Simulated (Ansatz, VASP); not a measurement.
**One calculation of GaBi2Sb3S, two programs**

```
Ga Sb Bi S
1.0
     8.89556    0.00000    0.00000
    -4.44778    7.70378    0.00000
     0.00000    0.00000    4.49214
Ga Sb Bi S
1 3 2 1
Direct
  0.00000 0.00000 0.00000
  0.33438 0.00000 0.00000
  0.00000 0.33438 0.00000
  0.66562 0.66562 0.00000
  0.33333 0.66667 0.00000
  0.66667 0.33333 0.00000
  0.00000 0.00000 0.50000
```

Alike in both runs: functional PBE; k mesh 2 × 2 × 2; occupations gaussian, width 0.15 eV; no spin polarisation.

Ansatz relaxed the structure, and its values are those at the end. VASP's run is a single point on that final structure, the one shown.

|  | VASP | Ansatz |
| --- | --- | --- |
| version | VASP 6.6.1 | Ansatz 0.2.0 |
| potentials or method | VASP PAW PBE potentials, release 64 (Ga_d, Sb, Bi_d, S), cutoff 500 eV | scalar-relativistic, plane waves, PAW |
| valence electrons in the cell | 64 | 94 |

```tsv
	VASP	Ansatz	Ansatz less VASP
gap on the k mesh at the Fermi level (eV)	none	none	-
pressure (GPa)	-0.2	-0.1	+0.04
```

A gap of «none» marks a metal or a gap that the smearing closes. With one functional, cell and mesh, what is left measures potentials, basis and numerics. VASP's potentials hold 64 valence electrons a cell and Ansatz's 94, so a difference there can come from the potentials and not from the codes.

The k mesh is coarse, so the values compare programs but aren't converged. Neither program's run includes spin-orbit coupling.
